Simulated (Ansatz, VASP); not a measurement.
## Pd in VASP and in Ansatz

```xyz
1
Lattice="-1.5723 1.5723 1.5723 1.5723 -1.5723 1.5723 1.5723 1.5723 -1.5723" Properties=species:S:1:pos:R:3 pbc="T T T"
Pd    0.0000    0.0000    0.0000
```

Alike in both runs: task single point; functional r2SCAN; k mesh 16 × 16 × 16; occupations gaussian, width 0.05 eV; no spin polarisation.

|  | VASP | Ansatz |
| --- | --- | --- |
| version | VASP 6.6.1 | Ansatz 0.2.0 |
| potentials or method | VASP PAW PBE potentials, release 64 (Pd), cutoff 520 eV | scalar-relativistic, plane waves, PAW |
| valence electrons in the cell | 10 | 18 |

|  | VASP | Ansatz | Ansatz less VASP |
| --- | --- | --- | --- |
| gap on the k mesh at the Fermi level (eV) | none | none | - |
| pressure (GPa) | -4.9 | -5.4 | -0.50 |

VASP's potentials were made for PBE, not for r2SCAN. A gap of «none» marks a metal or a gap that the smearing closes. With one functional, cell and mesh, what is left measures potentials, basis and numerics. VASP's potentials hold 10 valence electrons a cell and Ansatz's 18, so a difference there can come from the potentials and not from the codes.
